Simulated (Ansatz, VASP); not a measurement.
**Two plane-wave programs on CuSb3**

```
Cu Sb
1.0
     6.55205    0.00000    0.00000
    -3.27603    5.67425    0.00000
     0.00000    0.00000    5.25903
Cu Sb
2 6
Direct
  0.33333 0.66667 0.25000
  0.66667 0.33333 0.75000
  0.83300 0.66600 0.25000
  0.16700 0.83300 0.75000
  0.33400 0.16700 0.25000
  0.16700 0.33400 0.75000
  0.83300 0.16700 0.25000
  0.66600 0.83300 0.75000
```

Alike in both runs: task single point; functional PBE; k mesh 3 × 3 × 4; occupations gaussian, width 0.1 eV; no spin polarisation.

|  | VASP | Ansatz |
| --- | --- | --- |
| version | VASP 6.6.1 | Ansatz 0.2.0 |
| potentials or method | VASP PAW PBE potentials, release 64 (Cu, Sb), cutoff 520 eV | scalar-relativistic, plane waves, PAW |
| valence electrons in the cell | 52 | 128 |

VASP gave:

* gap on the k mesh at the Fermi level (eV): none
* pressure (GPa): -0.1
* traceless stress, the component that is largest in VASP (GPa): -0.94
* rms of the force components (eV/Å): 0.344

Problem. Estimate Ansatz's values.

Solution. gap on the k mesh at the Fermi level (eV): none; pressure (GPa): -0.1; traceless stress, the component that is largest in VASP (GPa): -0.91; rms of the force components (eV/Å): 0.341.

Atom by atom the forces differ by 0.003 eV/Å (rms over components). A gap of «none» marks a metal or a gap that the smearing closes. The functional is the same, so the differences come from potentials, cutoffs and numerics. VASP's potentials hold 52 valence electrons a cell and Ansatz's 128, so a difference there can come from the potentials and not from the codes.

The k mesh is coarse, so the values compare programs but aren't converged. Neither program's run includes spin-orbit coupling.
